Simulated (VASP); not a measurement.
A run of VASP 6.6.1 is set up as follows.

File INCAR:

```
  ALGO = Normal
  EDIFF = 1E-6
  ENCUT = 520
  GGA = CA
  ISIF = 2
  ISMEAR = 0
  LASPH = T
  LCHARG = F
  LREAL = Auto
  LWAVE = F
  NBANDS = 93
  NELM = 60
  PREC = Accurate
  SIGMA = 0.02
```

The input KPOINTS:

```
k-points
0
Gamma
  2 2 1
```

POSCAR

```
HC17
1.0
    9.8640000000      0.0000000000      0.0000000000
   -4.9320000000      8.5424750000      0.0000000000
    0.0000000000      0.0000000000     12.0000000000
C H
34 2
Direct
   -0.0087176089      0.0019727304      0.0615933333
    0.1605278401      0.0865978537      0.0615952500
   -0.0139985083      0.2375713128      0.1231538333
    0.1658001999      0.3274673909      0.1231750000
   -0.0087938119      0.5000561313      0.0884399167
    0.1606028427      0.5847531307      0.0884382500
   -0.0077575303      0.7531461315      0.0722487500
    0.1595672423      0.8368086532      0.0722470000
    0.2433775301      0.0036139409      0.0672577500
    0.4101026952      0.0888813839      0.0733735000
    0.2449561092      0.2501141648      0.0729075000
    0.4105602388      0.3378349951      0.0722108333
    0.2435171594      0.5024903204      0.0986409167
    0.4077713327      0.5872154147      0.0842077500
    0.2422197176      0.7527762153      0.0784247500
    0.4088650025      0.8381239629      0.0778148333
    0.4931990406      0.0056152345      0.0773801667
    0.6590870225      0.0880647587      0.0794959167
    0.4941720413      0.2554140340      0.0723230000
    0.6607621846      0.3392242880      0.0775226667
    0.4927224982      0.5048829525      0.0795003333
    0.6586106704      0.5883213003      0.0773831667
    0.4910464136      0.7543653332      0.0775224167
    0.6576364135      0.8371450897      0.0723231667
    0.7412463793      0.0031770652      0.0722047500
    0.9068511822      0.0810602314      0.0728992500
    0.7440362203      0.2553485963      0.0842049167
    0.9082898281      0.3348773043      0.0986371667
    0.7429453351      0.5051637845      0.0778177500
    0.9095904478      0.5864621202      0.0784285000
    0.7417071502      0.7546831568      0.0733760000
    0.9084333001      0.8361409311      0.0672597500
    0.9968228808      1.1407463294      0.2531165833
    1.1549375276      1.2198373422      0.2531410833
    0.9082564046      1.0174392082      0.2798230000
    1.2435054445      1.1851311242      0.2799104167
```

Potentials or basis: VASP PAW LDA potentials, release 64 (C, H).

Launch:

```console
$ cat potpaw_LDA.64/C/POTCAR potpaw_LDA.64/H/POTCAR > POTCAR
$ mpirun -np 1 vasp_std > vasp.out
```

Problem. What does it give for the largest force?

Solution. 2.073 eV/Å.

Problem. Predict the band gap on the k mesh.

Solution. 0.02 eV.

Forces on the atoms (eV/Å):
```
C    0.273 -0.270 -0.029
C    0.100 -0.370 -0.024
C   -0.131 -0.067  0.882
C    0.119  0.072  0.884
C    0.115  0.217  0.314
C   -0.242  0.007  0.319
C    0.705  0.159 -0.089
C   -0.490 -0.532 -0.089
C    0.121  0.257 -0.151
C   -0.144 -0.099 -0.131
C    0.132  0.221  0.169
C   -0.051 -0.301 -0.013
C    0.444 -0.315  0.500
C   -0.091 -0.166  0.163
C    0.321 -0.350  0.061
C    0.064 -0.283 -0.032
C    0.400  0.023 -0.037
C   -0.208 -0.294  0.064
C    0.081 -0.200 -0.125
C    0.079 -0.083 -0.049
C    0.359  0.033  0.072
C   -0.223 -0.337 -0.033
C    0.037 -0.109 -0.045
C    0.131 -0.168 -0.123
C    0.294 -0.110 -0.014
C   -0.256 -0.009  0.171
C    0.185 -0.004  0.164
C    0.051 -0.540  0.502
C    0.213 -0.196 -0.031
C    0.142 -0.456  0.057
C    0.159  0.076 -0.129
C   -0.282  0.024 -0.153
C   -0.361  1.518 -1.366
C   -1.133  1.072 -1.361
H    0.008  1.059 -0.149
H   -0.919  0.523 -0.150
```

Caveat: there is no dipole correction, which matters where the two faces differ.
